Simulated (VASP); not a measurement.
# HfB2 (P6/mmm) in VASP: notebook, part 2 of 2

VASP 6.6.1.

## Step 3: Single point, PBE

This run uses another cell than the first one, of 9.96 Å³/atom.

File INCAR:

```
SYSTEM = HfB2
ALGO     = Normal         ! electronic algorithm
EDIFF    = 1E-6           ! SCF threshold, eV
ENCUT    = 520            ! plane-wave cutoff, eV
GGA      = PE             ! functional
ISIF     = 2              ! what is computed and relaxed
ISMEAR   = 1              ! smearing method
LASPH    = .True.         ! aspherical terms in the spheres
LCHARG   = .False.        ! write CHGCAR
LREAL    = .False.        ! projectors in reciprocal space
LWAVE    = .False.        ! write WAVECAR
NBANDS   = 15             ! bands
NELM     = 60             ! most SCF steps
PREC     = Accurate       ! precision mode
SIGMA    = 0.1            ! smearing width, eV
```

File KPOINTS:

```
k-points
0
Gamma
  12 12 10
  0 0 0
```

File POSCAR:

```
HfB2
1.0
    3.1449490948      0.0000000000      0.0000000000
   -1.5724745474      2.7236058097      0.0000000000
    0.0000000000      0.0000000000      3.4876223569
Hf B
1 2
Direct
    0.0000000000      0.0000000000      0.0000000000
    0.3333333333      0.6666666667      0.5000000000
    0.6666666667      0.3333333333      0.5000000000
```

Potentials or basis: VASP PAW PBE potentials, release 64 (Hf_pv, B).

Command:

```console
$ cat potpaw_PBE.64/Hf_pv/POTCAR potpaw_PBE.64/B/POTCAR > POTCAR
$ mpirun -np 1 vasp_std > vasp.out
```

OUTCAR:

```text
SYSTEM = HfB2
   EDIFF = 1E-6
   ENCUT = 520
   GGA = PE
   ISIF = 2
   ISMEAR = 1
   LASPH = .True.
   LREAL = .False.
   NELM = 60
   PREC = Accurate

 ion  position               nearest neighbor table
   1  0.000  0.000  0.000-   2 2.52   3 2.52   2 2.52   3 2.52   2 2.52   2 2.52   3 2.52   3 2.52
                             3 2.52   3 2.52   2 2.52   2 2.52
   2  0.333  0.667  0.500-   3 1.82   3 1.82   3 1.82   1 2.52   1 2.52   1 2.52   1 2.52   1 2.52
                             1 2.52
   3  0.667  0.333  0.500-   2 1.82   2 1.82   2 1.82   1 2.52   1 2.52   1 2.52   1 2.52   1 2.52
                             1 2.52

  LATTYP: Found a hexagonal cell.
 ALAT       =     3.1449490948
 C/A-ratio  =     1.1089598756

  Lattice vectors:

 A1 = (   3.1449490948,   0.0000000000,   0.0000000000)
 A2 = (  -1.5724745474,   2.7236058097,   0.0000000000)
 A3 = (   0.0000000000,   0.0000000000,   3.4876223569)

Analysis of symmetry for initial positions (statically):
=====================================================================
 Subroutine PRICEL returns:
 Original cell was already a primitive cell.

 Routine SETGRP: Setting up the symmetry group for a
 hexagonal supercell.

 Subroutine GETGRP returns: Found 24 space group operations
[... 188 lines left out ...]
     12      12.2547      0.00000
     13      12.5915      0.00000
     14      12.6023      0.00000
[... 401 lines left out ...]
      2     -22.9501      2.00000
      3     -22.6619      2.00000
      4      -3.8779      2.00000
      5       0.7093      2.00000
      6       3.7288      2.00000
      7       4.2500      2.00000
      8       5.2362      2.00000
      9       9.8515      0.00000
     10      10.6494      0.00000
     11      11.0544      0.00000
     12      12.5122      0.00000
     13      14.1833      0.00000
     14      15.9654      0.00000
     15      18.4892      0.00000

 [... further k-points ...]

------------------------ aborting loop because EDIFF is reached ----------------------------------------

  FORCE on cell =-STRESS in cart. coord.  units (eV):
  Direction    XX          YY          ZZ          XY          YZ          ZX
  --------------------------------------------------------------------------------------
  -------------------------------------------------------------------------------------
  Total       -0.0829653     -0.0829653     -0.0440001      0.0000000     -0.0000000      0.0000000
  in kB       -4.4495876     -4.4495876     -2.3598101      0.0000000     -0.0000000      0.0000000
  external PRESSURE =      -3.7529951 kB  Pullay stress =       0.0000000 kB

 VOLUME and BASIS-vectors are now :
 -----------------------------------------------------------------------------
  energy-cutoff  :      520.00
  volume of cell :       29.87
      direct lattice vectors                 reciprocal lattice vectors
     3.144949095  0.000000000  0.000000000     0.317970171  0.183580164  0.000000000
    -1.572474547  2.723605810  0.000000000     0.000000000  0.367160327  0.000000000
     0.000000000  0.000000000  3.487622357     0.000000000  0.000000000  0.286728292

 POSITION                                       TOTAL-FORCE (eV/Angst)
 -----------------------------------------------------------------------------------
      0.00000      0.00000      0.00000        -0.000000      0.000000      0.000000
     -0.00000      1.81574      1.74381         0.000000      0.000000      0.000000
      1.57247      0.90787      1.74381        -0.000000      0.000000      0.000000
 -----------------------------------------------------------------------------------
    total drift:                               -0.000000      0.000000      0.000000

  FREE ENERGIE OF THE ION-ELECTRON SYSTEM (eV)
  ---------------------------------------------------
  free  energy   TOTEN  =       -26.4020615169 eV

  energy  without entropy=      -26.4015610998  energy(sigma->0) =      -26.40189471
```

OSZICAR:

```text
N       E                     dE             d eps       ncg     rms          rms(c)
DAV:   1     0.293565486322E+02    0.29357E+02   -0.80264E+03  3420   0.102E+03
DAV:   2    -0.271692523650E+02   -0.56526E+02   -0.53183E+02  4614   0.221E+02
DAV:   3    -0.287664694665E+02   -0.15972E+01   -0.15907E+01  4463   0.271E+01
DAV:   4    -0.287731355845E+02   -0.66661E-02   -0.66625E-02  4099   0.218E+00
DAV:   5    -0.287731785685E+02   -0.42984E-04   -0.42984E-04  4463   0.150E-01    0.520E+01
DAV:   6    -0.265160759762E+02    0.22571E+01   -0.27688E+00  4106   0.120E+01    0.381E+01
DAV:   7    -0.264671163000E+02    0.48960E-01   -0.95214E-01  4372   0.707E+00    0.117E+01
DAV:   8    -0.264064690683E+02    0.60647E-01   -0.23446E-01  3994   0.365E+00    0.163E+00
DAV:   9    -0.264022021762E+02    0.42669E-02   -0.18786E-02  3938   0.110E+00    0.361E-01
DAV:  10    -0.264020568724E+02    0.14530E-03   -0.72397E-04  4330   0.222E-01    0.263E-01
DAV:  11    -0.264020640128E+02   -0.71405E-05   -0.48737E-05  4085   0.527E-02    0.100E-01
DAV:  12    -0.264020614094E+02    0.26034E-05   -0.34140E-06  4043   0.135E-02    0.138E-02
DAV:  13    -0.264020615169E+02   -0.10745E-06   -0.18440E-07  1941   0.359E-03
   1 F= -.26402062E+02 E0= -.26401895E+02  d E =-.500417E-03
```

Wall time 47 s (1 thread of Intel Xeon Platinum 8259CL at 2.50GHz (Skylake/Cascade Lake), shared host); peak memory 0.18 GiB.

Results:

```yaml
Free_energy: -26.4021 eV
Pressure: -0.4 GPa
Band_gap_on_the_k_mesh: zero (bands 8 and 9 overlap by 1.30 eV)
```

Caveat: spin-orbit coupling is left out, which moves the levels of the heavy elements.

## Step 4: Relaxation of cell and atoms, PBE, target pressure -2 GPa, at which the enthalpy is minimised

This run uses another cell than the first one, of 9.90 Å³/atom.

File INCAR:

```
SYSTEM = HfB2
ALGO = Normal ; EDIFF = 1E-6
EDIFFG = -0.01 ; ENCUT = 600
GGA = PE ; IBRION = 2
ISIF = 3 ; ISMEAR = 1
LASPH = .TRUE. ; LCHARG = .FALSE.
LREAL = .FALSE. ; LWAVE = .FALSE.
NELM = 80 ; NSW = 80
PREC = Accurate ; PSTRESS = -20.0
SIGMA = 0.1
```

File KPOINTS:

```
k-points
0
G
  12 12 10
  0 0 0
```

File POSCAR:

```
HfB2
1.0
    3.1400000000      0.0000000000      0.0000000000
   -1.5700000000      2.7193200000      0.0000000000
    0.0000000000      0.0000000000      3.4800000000
Hf B
1 2
Direct
    0.0000000000      0.0000000000      0.0000000000
    0.3333333333      0.6666666667      0.5000000000
    0.6666666667      0.3333333333      0.5000000000
```

Potentials or basis: VASP PAW PBE potentials, release 64 (Hf_pv, B).

Command:

```console
$ cat potpaw_PBE.64/Hf_pv/POTCAR potpaw_PBE.64/B/POTCAR > POTCAR
$ mpirun -np 1 vasp_std > vasp.out
```

OUTCAR:

```text
SYSTEM = HfB2
   EDIFF = 1E-6
   EDIFFG = -0.01
   ENCUT = 600
   GGA = PE
   IBRION = 2
   ISIF = 3
   ISMEAR = 1
   LASPH = .TRUE.
   LREAL = .FALSE.
   NELM = 80
   NSW = 80
   PREC = Accurate
   PSTRESS = -20.0

 ion  position               nearest neighbor table
   1  0.000  0.000  0.000-   2 2.51   3 2.51   2 2.51   3 2.51   3 2.51   3 2.51   2 2.51   2 2.51
                             3 2.51   3 2.51   2 2.51   2 2.51
   2  0.333  0.667  0.500-   3 1.81   3 1.81   3 1.81   1 2.51   1 2.51   1 2.51   1 2.51   1 2.51
                             1 2.51
   3  0.667  0.333  0.500-   2 1.81   2 1.81   2 1.81   1 2.51   1 2.51   1 2.51   1 2.51   1 2.51
                             1 2.51

  LATTYP: Found a hexagonal cell.
 ALAT       =     3.1400000000
 C/A-ratio  =     1.1082802548

  Lattice vectors:

 A1 = (   3.1400000000,   0.0000000000,   0.0000000000)
 A2 = (  -1.5700000000,   2.7193200000,   0.0000000000)
 A3 = (   0.0000000000,   0.0000000000,   3.4800000000)

Analysis of symmetry for initial positions (statically):
=====================================================================
 Subroutine PRICEL returns:
 Original cell was already a primitive cell.

 Routine SETGRP: Setting up the symmetry group for a
 hexagonal supercell.

 Subroutine GETGRP returns: Found 24 space group operations
[... 284 lines left out ...]
--------------------------------------- Ionic step        4  -------------------------------------------

 number of electron      15.9999999 magnetization

 Free energy of the ion-electron system (eV)
  ---------------------------------------------------
  ext. energy  EPLUGINS =         0.00000000
  ---------------------------------------------------
  free energy    TOTEN  =       -26.40255958 eV

  energy without entropy =      -26.40203042  energy(sigma->0) =      -26.40238319

 E-fermi :   7.7394     XC(G=0): -12.5408

 val. band max:        7.7337825792   @ k =   0.0833   0.0833   0.3000
 cond. band min:       7.7893348762   @ k =   0.0833   0.0833   0.3000
 fundamental gap:      0.0555522970
 Fermi energy:         7.7394154039

 k-point     1 :       0.0000    0.0000    0.0000
  band No.  band energies     occupation
      1     -23.0991      2.00000
      2     -22.6145      2.00000
      3     -22.6145      2.00000
      4      -6.1092      2.00000
      5       4.5940      2.00000
      6       4.7159      2.00000
      7       4.7159      2.00000
      8       4.7783      2.00000
      9      11.5439      0.00000
     10      11.5439      0.00000
     11      12.1585      0.00000
     12      12.1585      0.00000
[... 331 lines left out ...]
 k-point    24 :       0.3333    0.0000    0.1000
  band No.  band energies     occupation
      1     -23.1687      2.00000
      2     -23.0261      2.00000
      3     -22.7402      2.00000
      4      -3.9034      2.00000
      5       0.6774      2.00000
      6       3.6850      2.00000
      7       4.2117      2.00000
      8       5.2002      2.00000
      9       9.7816      0.00000
     10      10.5759      0.00000
     11      10.9695      0.00000
     12      12.4257      0.00000

 [... further k-points ...]

------------------------ aborting loop because EDIFF is reached ----------------------------------------

  FORCE on cell =-STRESS in cart. coord.  units (eV):
  Direction    XX          YY          ZZ          XY          YZ          ZX
  --------------------------------------------------------------------------------------
  -------------------------------------------------------------------------------------
  Total       -0.3753877     -0.3753878     -0.3709447      0.0000000      0.0000000      0.0000000
  in kB      -20.0019394    -20.0019428    -19.7652006      0.0000000      0.0000000      0.0000000
  external PRESSURE =       0.0769724 kB  Pullay stress =     -20.0000000 kB
[... 22 lines left out ...]
  energy  without entropy=      -26.4020304167  energy(sigma->0) =      -26.40238319

  enthalpy is  TOTEN    =       -26.7779109318 eV   P V=       -0.3753513506

 reached required accuracy - stopping structural energy minimisation
```

It took 2.6 min on 1 thread of Intel Xeon Platinum 8259CL at 2.50GHz (Skylake/Cascade Lake), shared host; peak memory 0.21 GiB.

Results:

| Property | Result |
| --- | --- |
| Free energy | -26.4026 eV |
| Relaxed volume | 10.02 Å³/atom |
| Relaxed cell | a = 3.151 Å, b = 3.151 Å, c = 3.498 Å, α = 90.00°, β = 90.00°, γ = 120.00° |
| Space group after relaxing (to 0.1 Å) | P6/mmm (No. 191) |
| Energy change on relaxing (the run minimises the enthalpy) | +0.4 meV/atom |
| Ionic steps | 4 |
| Pressure after relaxing | -2.0 GPa |
| Band gap on the k mesh | zero (bands 8 and 9 overlap by 1.28 eV) |

The path:
```csv
step,energy change (eV),largest force (eV/Å),pressure (GPa),volume (Å³)
1,0.0000,0.0000,0.96,29.71
2,0.0115,0.0000,-5.46,30.51
3,0.0012,0.0000,-2.01,30.07
4,0.0012,0.0000,-1.99,30.07
```

Final structure:
```cif
data_structure
_symmetry_space_group_name_H-M 'P 1'
_symmetry_Int_Tables_number 1
_cell_length_a 3.1507
_cell_length_b 3.1507
_cell_length_c 3.4977
_cell_angle_alpha 90.000
_cell_angle_beta 90.000
_cell_angle_gamma 120.000
_cell_volume 30.07
loop_
_atom_site_label
_atom_site_type_symbol
_atom_site_fract_x
_atom_site_fract_y
_atom_site_fract_z
_atom_site_occupancy
Hf1 Hf 0.00000 0.00000 0.00000 1
B1 B 0.33333 0.66667 0.50000 1
B2 B 0.66667 0.33333 0.50000 1
```

Levels at points of the mesh, in eV from the Fermi level:
```tsv
k point	band 5	band 6	band 7	band 8	band 9	band 10	band 11	band 12
(0.00, 0.00, 0.00)	-3.15	-3.02	-3.02	-2.96	3.80	3.80	4.42	4.42
(0.50, 0.00, 0.00)	-9.21	-4.26	-3.58	-2.99	1.91	2.53	5.32	5.49
(0.00, 0.00, 0.50)	-8.49	-1.35	-1.35	0.17	0.17	0.83	0.83	2.01
(0.50, 0.00, 0.50)	-7.66	-5.08	-4.83	-2.85	3.78	3.90	6.01	6.89
```

Caveat: the cell is relaxed towards a set pressure, so the run minimises the enthalpy, not the energy; spin-orbit coupling is left out, which moves the levels of the heavy elements. PBE usually gives volumes a little too large and moduli too small.

## Step 5: Relaxation of cell and atoms, PBE

This run uses another cell than the first one, of 9.90 Å³/atom.

File INCAR:

```
SYSTEM = HfB2
PREC = Accurate ; ENCUT = 600
EDIFF = 1E-6 ; ISMEAR = 1
SIGMA = 0.1 ; LREAL = .False.
LASPH = .True. ; NELM = 100
ALGO = Normal ; ISIF = 3
LWAVE = .False. ; LCHARG = .False.
GGA = PE ; IBRION = 2
NSW = 80 ; EDIFFG = -0.01
```

File KPOINTS:

```
regular mesh
0
Gamma
  12 12 10
  0 0 0
```

POSCAR is that of step 4.

Command:

```console
$ cat potpaw_PBE.64/Hf_pv/POTCAR potpaw_PBE.64/B/POTCAR > POTCAR
$ mpirun -np 1 vasp_std > vasp.out
```

Run time: 99 s. Hardware: 1 thread of Intel Xeon Platinum 8259CL at 2.50GHz (Skylake/Cascade Lake), shared host; peak memory 0.21 GiB.

It converged, with:

```
Free energy                           : -26.4041 eV
Relaxed volume                        : 9.94 Å³/atom
Relaxed cell                          : a = 3.144 Å, b = 3.144 Å, c = 3.485 Å, α = 90.00°, β = 90.00°, γ = 120.00°
Space group after relaxing (to 0.1 Å) : P6/mmm (No. 191)
Energy gained by relaxing             : 0.1 meV/atom
Ionic steps                           : 3
Pressure after relaxing               : 0.0 GPa
Band gap on the k mesh                : zero (bands 8 and 9 overlap by 1.30 eV)
```

Stress tensor (GPa, compression positive):
```
-0.10  0.00  0.00
 0.00 -0.10  0.00
 0.00  0.00  0.16
```

The path:
| step | energy change (eV) | largest force (eV/Å) | pressure (GPa) | volume (Å³) |
| --- | --- | --- | --- | --- |
| 1 | 0.0000 | 0.0000 | 0.96 | 29.71 |
| 2 | 0.0002 | 0.0000 | -1.20 | 29.97 |
| 3 | -0.0003 | 0.0000 | -0.01 | 29.83 |

Final structure:
```xyz
3
Lattice="3.1436 0.0000 0.0000 -1.5718 2.7224 0.0000 0.0000 0.0000 3.4852" Properties=species:S:1:pos:R:3 pbc="T T T"
Hf    0.0000    0.0000    0.0000
B     0.0000    1.8150    1.7426
B     1.5718    0.9075    1.7426
```

Levels at points of the mesh, in eV from the Fermi level:
| k point | band 5 | band 6 | band 7 | band 8 | band 9 | band 10 | band 11 | band 12 |
| --- | --- | --- | --- | --- | --- | --- | --- | --- |
| (0.00, 0.00, 0.00) | -3.16 | -3.05 | -3.05 | -2.95 | 3.84 | 3.84 | 4.47 | 4.47 |
| (0.50, 0.00, 0.00) | -9.22 | -4.28 | -3.59 | -3.02 | 1.93 | 2.55 | 5.38 | 5.54 |
| (0.00, 0.00, 0.50) | -8.52 | -1.36 | -1.36 | 0.16 | 0.16 | 0.83 | 0.83 | 2.05 |
| (0.50, 0.00, 0.50) | -7.67 | -5.12 | -4.86 | -2.84 | 3.82 | 3.97 | 6.06 | 6.99 |

Caveat: spin-orbit coupling is left out, which moves the levels of the heavy elements. Zero-point motion and thermal expansion aren't in these numbers.

## Step 6: Relaxation of cell and atoms, PBE, target pressure 2 GPa, at which the enthalpy is minimised

This run uses another cell than the first one, of 9.90 Å³/atom.

File INCAR:

```
SYSTEM = HfB2
ALGO     = Normal         ! electronic algorithm
EDIFF    = 1E-6           ! SCF threshold, eV
EDIFFG   = -0.01          ! ionic threshold
ENCUT    = 600            ! plane-wave cutoff, eV
GGA      = PE             ! functional
IBRION   = 2              ! ionic algorithm
ISIF     = 3              ! what is computed and relaxed
ISMEAR   = 1              ! smearing method
LASPH    = .TRUE.         ! aspherical terms in the spheres
LCHARG   = .FALSE.        ! write CHGCAR
LREAL    = .FALSE.        ! projectors in reciprocal space
LWAVE    = .FALSE.        ! write WAVECAR
NELM     = 80             ! most SCF steps
NSW      = 80             ! ionic steps
PREC     = Accurate       ! precision mode
PSTRESS  = 20.0         
SIGMA    = 0.1            ! smearing width, eV
```

File KPOINTS:

```
k-points
0
G
  12 12 10
  0 0 0
```

POSCAR is that of step 5.

Potentials or basis: VASP PAW PBE potentials, release 64 (Hf_pv, B).

Command:

```console
$ cat potpaw_PBE.64/Hf_pv/POTCAR potpaw_PBE.64/B/POTCAR > POTCAR
$ mpirun -np 1 vasp_std > vasp.out
```

Wall time 1.9 min (1 thread of Intel Xeon Platinum 8259CL at 2.50GHz (Skylake/Cascade Lake), shared host); peak memory 0.2 GiB.

Results (log left out):

```
Free energy                                                : -26.4026 eV
Relaxed volume                                             : 9.86 Å³/atom
Relaxed cell                                               : a = 3.135 Å, b = 3.135 Å, c = 3.476 Å, α = 90.00°, β = 90.00°, γ = 120.00°
Space group after relaxing (to 0.1 Å)                      : P6/mmm (No. 191)
Energy change on relaxing (the run minimises the enthalpy) : +0.4 meV/atom
Ionic steps                                                : 3
Pressure after relaxing                                    : 2.0 GPa
Band gap on the k mesh                                     : zero (bands 8 and 9 overlap by 1.31 eV)
```

The path:
```tsv
step	energy change (eV)	largest force (eV/Å)	pressure (GPa)	volume (Å³)
1	0.0000	0.0000	0.96	29.71
2	0.0038	0.0000	3.43	29.44
3	0.0011	0.0000	2.01	29.59
```

Final structure:
```cif
data_structure
_symmetry_space_group_name_H-M 'P 1'
_symmetry_Int_Tables_number 1
_cell_length_a 3.1354
_cell_length_b 3.1354
_cell_length_c 3.4761
_cell_angle_alpha 90.000
_cell_angle_beta 90.000
_cell_angle_gamma 120.000
_cell_volume 29.59
loop_
_atom_site_label
_atom_site_type_symbol
_atom_site_fract_x
_atom_site_fract_y
_atom_site_fract_z
_atom_site_occupancy
Hf1 Hf 0.00000 0.00000 0.00000 1
B1 B 0.33333 0.66667 0.50000 1
B2 B 0.66667 0.33333 0.50000 1
```

Levels at points of the mesh, in eV from the Fermi level:
| k point | band 4 | band 5 | band 6 | band 7 | band 8 | band 9 | band 10 | band 11 | band 12 |
| --- | --- | --- | --- | --- | --- | --- | --- | --- | --- |
| (0.00, 0.00, 0.00) | -13.94 | -3.18 | -3.07 | -3.07 | -2.95 | 3.88 | 3.88 | 4.51 | 4.51 |
| (0.50, 0.00, 0.00) | -9.96 | -9.22 | -4.31 | -3.61 | -3.04 | 1.95 | 2.58 | 5.44 | 5.59 |
| (0.00, 0.00, 0.50) | -11.52 | -8.55 | -1.36 | -1.36 | 0.16 | 0.16 | 0.84 | 0.84 | 2.07 |
| (0.50, 0.00, 0.50) | -10.53 | -7.68 | -5.14 | -4.89 | -2.83 | 3.86 | 4.01 | 6.13 | 7.07 |

Caveat: the cell is relaxed towards a set pressure, so the run minimises the enthalpy, not the energy; spin-orbit coupling is left out, which moves the levels of the heavy elements.

## Step 7: The runs side by side

```tsv
task	cell	cutoff (eV)	gap on the mesh (eV)	pressure (GPa)
single point	a = 3.153, b = 3.153, c = 3.499 Å, angles 90.0, 90.0, 120.0°, 3 atoms	520	none	-2.4
single point	a = 3.145, b = 3.145, c = 3.488 Å, angles 90.0, 90.0, 120.0°, 3 atoms	520	none	-0.4
relaxation of cell and atoms	relaxed to -2 GPa from a = 3.140, b = 3.140, c = 3.480 Å, angles 90.0, 90.0, 120.0°, 3 atoms	600	none	-2.0
relaxation of cell and atoms	relaxed from a = 3.140, b = 3.140, c = 3.480 Å, angles 90.0, 90.0, 120.0°, 3 atoms	600	none	0.0
relaxation of cell and atoms	relaxed to 2 GPa from a = 3.140, b = 3.140, c = 3.480 Å, angles 90.0, 90.0, 120.0°, 3 atoms	600	none	2.0
```

Alike in all rows: level PBE; potentials or basis VASP PAW PBE potentials, release 64 (Hf_pv, B); no spin polarisation; k mesh 12 × 12 × 10; smearing methfessel-paxton 0.1 eV.

Caveats: spin-orbit coupling is left out, which moves the levels of the heavy elements; the cell is relaxed towards a set pressure, so the run minimises the enthalpy, not the energy (at least some runs).

Absolute energies hang on the potentials; compare differences alone.
